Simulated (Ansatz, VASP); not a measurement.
**BaZnPF: VASP beside Ansatz**

File POSCAR:

```
BaZnPF
1.0
    4.1004193321      0.0000000000      0.0000000000
    0.0000000000      4.1004193321      0.0000000000
    0.0000000000      0.0000000000      9.3974714946
Ba Zn P F
2 2 2 2
Direct
    0.5000000000      0.0000000000      0.3311857407
    0.0000000000      0.5000000000      0.6688142593
    0.5000000000      0.5000000000      0.0000000000
    0.0000000000      0.0000000000      0.0000000000
    0.0000000000      0.5000000000      0.1468826657
    0.5000000000      0.0000000000      0.8531173343
    0.5000000000      0.5000000000      0.5000000000
    0.0000000000      0.0000000000      0.5000000000
```

Contents of INCAR.step1:

```
ALGO = Normal ; EDIFF = 1E-4
ENCUT = 520 ; GGA = PE
ISMEAR = 0 ; LASPH = True
LCHARG = False ; LREAL = False
LWAVE = True ; NBANDS = 44
NELM = 80 ; PREC = Accurate
SIGMA = 0.01
```

INCAR.step2

```
ALGO = Normal ; EDIFF = 1E-6
ENCUT = 520 ; ISIF = 2
ISMEAR = 0 ; ISTART = 1
LASPH = True ; LCHARG = False
LMIXTAU = True ; LREAL = False
LWAVE = False ; METAGGA = R2SCAN
NBANDS = 44 ; NELM = 80
PREC = Accurate ; SIGMA = 0.01
```

Contents of KPOINTS:

```
k-points
0
Gamma
  6 6 2
```

Input for Ansatz:

```yaml
crystal:
  lattice:
    - [4.1004193321, 0.0, 0.0]
    - [0.0, 4.1004193321, 0.0]
    - [0.0, 0.0, 9.3974714946]
  atoms:
    - { symbol: Ba, position: [0.5, 0.0, 0.3311857407] }
    - { symbol: Ba, position: [0.0, 0.5, 0.6688142593] }
    - { symbol: Zn, position: [0.5, 0.5, 0.0] }
    - { symbol: Zn, position: [0.0, 0.0, 0.0] }
    - { symbol: P, position: [0.0, 0.5, 0.1468826657] }
    - { symbol: P, position: [0.5, 0.0, 0.8531173343] }
    - { symbol: F, position: [0.5, 0.5, 0.5] }
    - { symbol: F, position: [0.0, 0.0, 0.5] }
kpoints:
  mp_grid: { grid: [6, 6, 2] }
hamiltonian:
  xc: r2scan
scf:
  occupations: { method: fixed }
  n_extra_bands: 6
output:
  forces: true
  stress: true
  eigenvalues: true
```

Alike in both runs: task single point; functional r2SCAN; k mesh 6 × 6 × 2; no spin polarisation.

|  | VASP | Ansatz |
| --- | --- | --- |
| version | VASP 6.6.1 | Ansatz 0.2.0 |
| potentials or method | VASP PAW PBE potentials, release 64 (Ba_sv, Zn, P, F) | plane waves, PAW |
| plane-wave cutoff (eV) | 520 | 500 |
| occupations | gaussian, width 0.01 eV | fixed |
| valence electrons in the cell | 68 | 68 |

```csv
,VASP,Ansatz,Ansatz less VASP
gap on the k mesh at the Fermi level (eV),0.73,0.71,-0.017
pressure (GPa),3.1,2.2,-0.87
rms of the force components (eV/Å),0.095,0.066,-0.0289
```

VASP's potentials were made for PBE, not for r2SCAN. Atom by atom the forces differ by 0.044 eV/Å (rms over components).

Spin-orbit coupling is off throughout.
